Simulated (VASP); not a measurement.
A run of VASP 6.6.1 is set up as follows.

INCAR

```
PREC = Accurate
ENCUT = 520
EDIFF = 1E-6
ISMEAR = 0
SIGMA = 0.05
LREAL = False
LASPH = True
NELM = 60
ALGO = Normal
ISIF = 2
LWAVE = False
LCHARG = False
GGA = CA
NBANDS = 26
```

Contents of KPOINTS:

```
Automatic mesh
0
Gamma
  8 6 4
```

The input POSCAR:

```
AlN
1.0
   -1.6378403119      2.8368226349      0.0000000000
    0.0000000000      0.0000000000      4.1006264518
    4.9135209358      2.8368226349      0.0000000000
Al N
4 4
Direct
    0.3360842182      0.7500000000      0.1120280728
    1.0000000000      0.7500000000      0.6666666667
    0.0000000000      0.2500000000      0.3333333333
    0.5000000000      0.2500000000      0.8333333333
    0.5000000000      0.2500000000      0.1666666667
    1.0000000000      0.2500000000      0.6666666667
    0.0000000000      0.7500000000      0.3333333333
    0.5000000000      0.7500000000      0.8333333333
```

Potentials or basis: VASP PAW LDA potentials, release 64 (Al, N).

Launch:

```console
$ cat potpaw_LDA.64/Al/POTCAR potpaw_LDA.64/N/POTCAR > POTCAR
$ mpirun -np 1 vasp_std > vasp.out
```

Problem. Estimate the band gap on the k mesh.

Solution. 2.34 eV, direct.

Problem. Estimate the largest force.

Solution. 6.050 eV/Å.

Forces in eV/Å, atoms in the order of the input:
```
Al   1.685  5.811  0.000
Al  -1.789 -1.409  0.000
Al   0.371 -0.604  0.000
Al  -0.351  0.408  0.000
N   -0.637 -1.883  0.000
N    0.618  0.299  0.000
N    3.658 -1.158  0.000
N   -3.554 -1.463  0.000
```

Caveat: the cell differs from its parent crystal (atom 1 (Al) moved by +0.000 Å along [1 0 0] and -0.620 Å along [1 2 0]); forces of over 1 eV/Å act on the atoms, so gaps and moduli don't describe the material at rest. A k mesh can miss the band edges.
